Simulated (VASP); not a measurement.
# RbBr2 (P4/mmm) in VASP: a series of runs, part 2 of 2

VASP 6.6.1.

**4. Relaxation of cell and atoms, PBE**

INCAR reads:

```
ALGO = Normal ; EDIFF = 1E-6
EDIFFG = -0.04 ; ENCUT = 600
GGA = PE ; IBRION = 2
ISIF = 3 ; ISMEAR = 0
LASPH = T ; LCHARG = F
LREAL = F ; LWAVE = F
NELM = 80 ; NSW = 90
PREC = Accurate ; SIGMA = 0.1
```

KPOINTS reads:

```
k-points
0
Gamma
  4 4 4
```

POSCAR reads:

```
RbBr2
1.0
    3.8024836900      0.0000000000      0.0000000000
    0.0000000000      3.8024836900      0.0000000000
    0.0000000000      0.0000000000      4.7953642000
Rb Br
1 2
Direct
    0.0000000000      0.0000000000      0.5000000000
    0.0000000000      0.5000000000      0.0000000000
    0.5000000000      0.0000000000      0.0000000000
```

Potentials or basis: VASP PAW PBE potentials, release 64 (Rb_sv, Br).

On the command line:

```bash
> cat potpaw_PBE.64/Rb_sv/POTCAR potpaw_PBE.64/Br/POTCAR > POTCAR
> mpirun -np 1 vasp_std > vasp.out
```

OUTCAR:

```text
EDIFF = 1E-6
   EDIFFG = -0.04
   ENCUT = 600
   GGA = PE
   IBRION = 2
   ISIF = 3
   ISMEAR = 0
   LASPH = T
   LREAL = F
   NELM = 80
   NSW = 90
   PREC = Accurate

 ion  position               nearest neighbor table
   1  0.000  0.000  0.500-   2 3.06   3 3.06   2 3.06   3 3.06   2 3.06   2 3.06   3 3.06   3 3.06

   2  0.000  0.500  0.000-   3 2.69   3 2.69   3 2.69   3 2.69   1 3.06   1 3.06   1 3.06   1 3.06

   3  0.500  0.000  0.000-   2 2.69   2 2.69   2 2.69   2 2.69   1 3.06   1 3.06   1 3.06   1 3.06

  LATTYP: Found a simple tetragonal cell.
 ALAT       =     3.8024836900
 C/A-ratio  =     1.2611136801

  Lattice vectors:

 A1 = (   3.8024836900,   0.0000000000,   0.0000000000)
 A2 = (   0.0000000000,   3.8024836900,   0.0000000000)
 A3 = (   0.0000000000,   0.0000000000,   4.7953642000)

Analysis of symmetry for initial positions (statically):
=====================================================================
 Subroutine PRICEL returns:
 Original cell was already a primitive cell.

 Routine SETGRP: Setting up the symmetry group for a
 simple tetragonal supercell.

 Subroutine GETGRP returns: Found 16 space group operations
 (whereof 16 operations were pure point group operations)
 out of a pool of 16 trial point group operations.

The static configuration has the point symmetry D_4h.

Analysis of symmetry for dynamics (positions and initial velocities):
=====================================================================
 Subroutine PRICEL returns:
 Original cell was already a primitive cell.

 Routine SETGRP: Setting up the symmetry group for a
 simple tetragonal supercell.

 Subroutine GETGRP returns: Found 16 space group operations
 (whereof 16 operations were pure point group operations)
 out of a pool of 16 trial point group operations.

The dynamic configuration has the point symmetry D_4h.

 Subroutine INISYM returns: Found 16 space group operations
 (whereof 16 operations are pure point group operations),
 and found     1 'primitive' translations

----------------------------------------------------------------------------------------

                                     Primitive cell
[... 102 lines left out ...]
   EFERMI_NEDOS =   21; number of points for ismear=-14 and -15
   IALGO  =     38    algorithm
   IMIX   =      4    mixing-type and parameters
     AMIX     =   0.40;   BMIX     =  1.00
     AMIX_MAG =   1.60;   BMIX_MAG =  1.00
  volume/ion in A,a.u.               =      23.11       155.97
  Fermi-wavevector in a.u.,A,eV,Ry     =   1.133266  2.141563 17.473863  1.284293
  Thomas-Fermi vector in A             =   2.269969
   LORBIT       =      0    0 simple, 1 ext, 2 COOP (PROOUT), +10 PAW based schemes
   GGA     = PE    functional components
   LHFCALC =     F    Hartree Fock is set to
   AEXX    =    0.0000 exact exchange contribution
   IVDW    =     0    specifies the selected vdW correction
   LEPSILON=     F    determine dielectric tensor
   LRPA    =     F    only Hartree local field effects (RPA)
 conjugate gradient relaxation of ions
 non-spin polarized calculation
 Gauss-broadening in eV      SIGMA  =   0.10
  energy-cutoff  :      600.00
  volume of cell :       69.34
 maximum number of plane-waves:      2339
   NGX = 15   NGY = 15   NGZ = 19

--------------------------------------- Ionic step        1  -------------------------------------------

 number of electron      22.9999998 magnetization

 Free energy of the ion-electron system (eV)
  ---------------------------------------------------
  ext. energy  EPLUGINS =         0.00000000
  ---------------------------------------------------
  free energy    TOTEN  =        -3.93114689 eV

  energy without entropy =       -3.93084137  energy(sigma->0) =       -3.93099413

 E-fermi :   5.2955     XC(G=0):  -9.5631

 val. band max:        5.0949830147   @ k =   0.5000   0.2500   0.5000
 cond. band min:       5.4524371057   @ k =   0.0000   0.0000   0.0000
 fundamental gap:      0.3574540910
 Fermi energy:         5.2955420246

 k-point     1 :       0.0000    0.0000    0.0000
  band No.  band energies     occupation
      1     -22.6419      2.00000
      2     -13.0970      2.00000
      3      -8.7863      2.00000
      4      -7.3218      2.00000
      5      -6.6643      2.00000
      6      -6.6643      2.00000
      7      -0.9355      2.00000
      8      -0.9355      2.00000
      9       0.4017      2.00000
     10       2.7335      2.00000
     11       5.4524      0.02650
     12       5.5730      0.00009
     13       5.5730      0.00009
     14       8.4274      0.00000
[... 600 lines left out ...]
--------------------------------------- Ionic step        9  -------------------------------------------

 number of electron      23.0000007 magnetization

 Free energy of the ion-electron system (eV)
  ---------------------------------------------------
  ext. energy  EPLUGINS =         0.00000000
  ---------------------------------------------------
  free energy    TOTEN  =        -7.16808661 eV

  energy without entropy =       -7.15472076  energy(sigma->0) =       -7.16140368

 E-fermi :  -0.8973     XC(G=0):  -7.2226

 val. band max:       -0.9695760910   @ k =   0.5000   0.2500   0.5000
 cond. band min:      -0.8653010628   @ k =   0.0000   0.0000   0.5000
 fundamental gap:      0.1042750281
 Fermi energy:        -0.8973063788

 k-point     1 :       0.0000    0.0000    0.0000
  band No.  band energies     occupation
      1     -26.2668      2.00000
      2     -14.7099      2.00000
      3     -13.8751      2.00000
      4     -10.3934      2.00000
      5     -10.3934      2.00000
      6     -10.3713      2.00000
      7      -3.1184      2.00000
      8      -3.1184      2.00000
      9      -2.5553      2.00000
     10      -1.7477      2.00000
     11      -0.8368      0.39221
     12      -0.8368      0.39221
     13       2.8388      0.00000
     14       4.5847      0.00000
[... 335 lines left out ...]
  FREE ENERGIE OF THE ION-ELECTRON SYSTEM (eV)
  ---------------------------------------------------
  free  energy   TOTEN  =        -7.1680866083 eV

  energy  without entropy=       -7.1547207598  energy(sigma->0) =       -7.16140368

 reached required accuracy - stopping structural energy minimisation
```

CONTCAR:

```text
RbBr2
   1.00000000000000
     4.8538962106697294    0.0000000000000000    0.0000000000000000
     0.0000000000000000    4.8538962106697294   -0.0000000000000000
     0.0000000000000000    0.0000000000000000    5.0756313386396483
  Rb              Br
     1     2
Direct
     0.0000000000000000    1.0000000000000000    0.5000000000000000
     0.0000000000000000    0.5000000000000000    0.0000000000000000
     0.5000000000000000    1.0000000000000000    1.0000000000000000

  0.00000000E+00  0.00000000E+00  0.00000000E+00
  0.00000000E+00  0.00000000E+00  0.00000000E+00
  0.00000000E+00  0.00000000E+00  0.00000000E+00
```

Wall time 95 s (1 thread of Intel Xeon Platinum 8488C (Sapphire Rapids), shared host); peak memory 0.2 GiB.

Results:

| Quantity | Value |
| --- | --- |
| Free energy | -7.1681 eV |
| Relaxed volume | 39.86 Å³/atom |
| Relaxed cell | a = 4.854 Å, b = 4.854 Å, c = 5.076 Å, α = 90.00°, β = 90.00°, γ = 90.00° |
| Space group after relaxing (to 0.1 Å) | P4/mmm (No. 123) |
| Energy gained by relaxing | 1079.0 meV/atom |
| Ionic steps | 9 |
| Pressure after relaxing | 0.1 GPa |
| Band gap on the k mesh | zero (an odd number of electrons rules out a gap without spin polarisation) |

Step by step:
```
step  energy change (eV)  largest force (eV/Å)  pressure (GPa)  volume (Å³)
   1              0.0000                0.0000           31.85        69.34
   2             -3.2032                0.0000           -0.56       125.77
   3             -3.1961                0.0000            0.45       116.28
   4             -3.2078                0.0000           -0.27       122.50
   5             -3.2078                0.0000           -0.14       121.24
   6             -3.2218                0.0000           -0.04       120.33
   7             -3.2347                0.0000            0.20       118.55
   8             -3.2351                0.0000            0.25       118.14
   9             -3.2369                0.0000            0.11       119.58
```

Final structure:
```xyz
3
Lattice="4.8539 0.0000 0.0000 0.0000 4.8539 0.0000 0.0000 0.0000 5.0756" Properties=species:S:1:pos:R:3 pbc="T T T"
Rb    0.0000    4.8539    2.5378
Br    0.0000    2.4269    0.0000
Br    2.4269    4.8539    5.0756
```

Levels at points of the mesh, in eV from the Fermi level:
| k point | band 9 | band 10 | band 11 | band 12 | band 13 | band 14 |
| --- | --- | --- | --- | --- | --- | --- |
| (0.00, 0.00, 0.00) | -1.66 | -0.85 | 0.06 | 0.06 | 3.74 | 5.48 |
| (0.50, 0.00, 0.00) | -1.41 | -1.33 | -1.25 | -1.24 | 5.27 | 6.04 |
| (0.50, 0.50, 0.00) | -1.45 | -1.45 | 0.28 | 0.48 | 6.44 | 7.19 |
| (0.00, 0.00, 0.50) | -2.34 | -1.18 | 0.03 | 0.03 | 5.95 | 7.04 |
| (0.50, 0.00, 0.50) | -1.47 | -1.41 | -1.37 | -1.19 | 6.70 | 7.21 |
| (0.50, 0.50, 0.50) | -1.39 | -1.39 | 0.32 | 0.49 | 4.83 | 6.47 |

Caveat: the k points lie up to 0.32 Å⁻¹ apart in the final cell, too coarse for converged energies and pressures of a metal; the volume moved by over 15 % at a fixed basis, so the end points are rough; an odd number of electrons without spin polarisation forces a metal; a magnetic or distorted state may lie lower.

**5. Overview**

```tsv
task	cell	cutoff (eV)	gap on the mesh (eV)	pressure (GPa)
single point	a = 3.802, b = 3.802, c = 4.795 Å, 3 atoms	520	none	31.9
single point	a = 4.870, b = 4.870, c = 5.074 Å, 3 atoms	520	none	0.0
relaxation of cell and atoms	relaxed from a = 3.802, b = 3.802, c = 4.795 Å, 3 atoms	600	none	0.1
```

Alike in all rows: level PBE; potentials or basis VASP PAW PBE potentials, release 64 (Rb_sv, Br); no spin polarisation; k mesh 4 × 4 × 4; smearing gaussian 0.1 eV.

Caveats: some runs use coarse meshes; an odd number of electrons without spin polarisation forces a metal; a magnetic or distorted state may lie lower; the volume moved by over 15 % at a fixed basis, so the end points are rough (at least some runs).

Total energies depend on the potentials used, so only differences within one code and one set of settings carry meaning.
